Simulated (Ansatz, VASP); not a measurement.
## Two plane-wave programs on Ru

POSCAR

```
Ru
1.0
    2.6876397213      0.0000000000      0.0000000000
   -1.3438198606      2.3275642749      0.0000000000
    0.0000000000      0.0000000000      4.2531615502
Ru
2
Direct
    0.6666666667      0.3333333333      0.7500000000
    0.3333333333      0.6666666667      0.2500000000
```

File INCAR.step1:

```
ALGO = Normal
EDIFF = 1E-4
ENCUT = 520
GGA = PE
ISMEAR = -1
LASPH = True
LCHARG = False
LREAL = False
LWAVE = True
NBANDS = 21
NELM = 100
PREC = Accurate
SIGMA = 0.05
```

File INCAR.step2:

```
ALGO = Normal
BPARAM = 11.95
CPARAM = 0.0093
EDIFF = 1E-6
ENCUT = 520
ISIF = 2
ISMEAR = -1
ISTART = 1
IVDW_NL = 2
LASPH = True
LCHARG = False
LMIXTAU = True
LREAL = False
LUSE_VDW = True
LWAVE = False
METAGGA = R2SCAN
NBANDS = 21
NELM = 100
PREC = Accurate
SIGMA = 0.05
```

The input KPOINTS:

```
k-points
0
Gamma
  11 11 6
```

File input.yaml:

```yaml
crystal:
  lattice:
    - [2.6876397213, 0.0, 0.0]
    - [-1.3438198606, 2.3275642749, 0.0]
    - [0.0, 0.0, 4.2531615502]
  atoms:
    - { symbol: Ru, position: [0.6666666667, 0.3333333333, 0.75] }
    - { symbol: Ru, position: [0.3333333333, 0.6666666667, 0.25] }
hamiltonian:
  xc: r2scan
  pseudopotentials: { kind: paw }
  dispersion: rvv10
kpoints:
  mp_grid: { grid: [11, 11, 6] }
scf:
  occupations: { method: fermi_dirac, width: 0.05 }
output:
  forces: true
  stress: true
  eigenvalues: true
```

Alike in both runs: task single point; functional r2SCAN; dispersion rVV10; k mesh 11 × 11 × 6; occupations fermi-dirac, width 0.05 eV; no spin polarisation.

|  | VASP | Ansatz |
| --- | --- | --- |
| version | VASP 6.6.1 | Ansatz 0.2.0 |
| potentials or method | VASP PAW PBE potentials, release 64 (Ru_pv) | Ansatz PAW |
| plane-wave cutoff (eV) | 520 | 500 |
| valence electrons in the cell | 28 | 32 |

```tsv
	VASP	Ansatz	Ansatz less VASP
gap on the k mesh at the Fermi level (eV)	none	none	-
pressure (GPa)	4.4	2.3	-2.15
traceless stress, the component that is largest in VASP (GPa)	-0.24	-0.36	-0.118
```

VASP's potentials were made for PBE, not for r2SCAN. A gap of «none» marks a metal or a gap that the smearing closes. VASP's potentials hold 28 valence electrons a cell and Ansatz's 32, so a difference there can come from the potentials and not from the codes.
